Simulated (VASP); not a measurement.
Runs of VASP 6.6.1 on SnO. The structure is that of space group P4/nmm (No. 129), or close to it. The cells are those of the table. 

| cell | gap on the mesh (eV) | pressure (GPa) | largest force (eV/Å) |
| --- | --- | --- | --- |
| a = 3.752, b = 3.752, c = 4.915 Å, 4 atoms | 0.19 | (a) | 1.44 |
| a = 3.752, b = 3.752, c = 5.143 Å, 4 atoms | 0.23 | 5.2 | 0.49 |
| a = 3.752, b = 3.752, c = 5.067 Å, 4 atoms | 0.21 | (b) | 0.81 |
| a = 3.752, b = 3.752, c = 4.991 Å, 4 atoms | 0.20 | 8.0 | 1.13 |
| a = 3.810, b = 3.810, c = 4.915 Å, 4 atoms | (c) | 5.7 | 1.01 |

Alike in all rows: task single point; level PBE; potentials or basis VASP PAW PBE potentials, release 64 (Sn_d, O); no spin polarisation; k mesh 10 × 10 × 8; cutoff (eV) 520; smearing gaussian 0.05 eV.

Problem. Fill in the values left out.

Solution. (a) 9.5; (b) 6.5; (c) 0.35.

Caveats: the cell stands under pressure; spin-orbit coupling is left out, which moves the levels of the heavy elements; forces of over 1 eV/Å act on the atoms, so gaps and moduli don't describe the material at rest (at least some runs).

A k mesh can miss the band edges, and the runs leave out spin-orbit coupling on Sn.
